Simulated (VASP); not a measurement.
Set up this calculation in VASP 6.6.1, as the native input.

```
Task                   : single point
Functional             : PBEsol
Potentials or basis    : VASP PAW PBE potentials, release 64 (Hf_pv)
Cutoff                 : 520 eV
k mesh                 : 18 × 18 × 18
Occupations            : gaussian, width 0.15 eV
Spin                   : no spin polarisation
Dipole correction      : no
Further INCAR settings : ALGO = Fast; EDIFF = 1e-07; NBANDS = 11
```

The structure of Hf lies in POSCAR:

```
Hf
1.0
    0.0000000000      2.0424000000      2.1312000000
    2.0424000000      0.0000000000      2.1312000000
    2.0424000000      2.0424000000      0.0000000000
Hf
1
Direct
    0.0000000000      0.0000000000      0.0000000000
```

This cell differs from its parent crystal: strain -0.080 along x and y, -0.040 along z.

These files were run (other wordings do the same):

INCAR

```
PREC = Accurate ; ENCUT = 520
EDIFF = 1E-7 ; ISMEAR = 0
SIGMA = 0.15 ; LREAL = F
LASPH = T ; NELM = 100
ALGO = Fast ; ISIF = 2
LWAVE = F ; LCHARG = F
GGA = PS ; NBANDS = 11
```

KPOINTS

```
Automatic mesh
0
Gamma
  18 18 18
```

Potentials or basis: VASP PAW PBE potentials, release 64 (Hf_pv).

The run is started by

```console
$ cat potpaw_PBE.64/Hf_pv/POTCAR > POTCAR
$ mpirun -np 1 vasp_std > vasp.out
```

Results of the run:

The pressure is 28.4 GPa and the band gap on the k mesh is zero (bands 5 and 6 overlap by 2.10 eV).

Caveat: the cell differs from its parent crystal (strain -0.080 along x and y, -0.040 along z); the cell stands under pressure; the PAW data sets were made with another functional, which shifts forces and pressure a little; spin-orbit coupling is left out, which moves the levels of the heavy elements.

Run time: 30 s on 1 thread of Intel(R) Xeon(R) 6975P-C (Granite Rapids), on a shared host, peak memory 0.21 GiB.
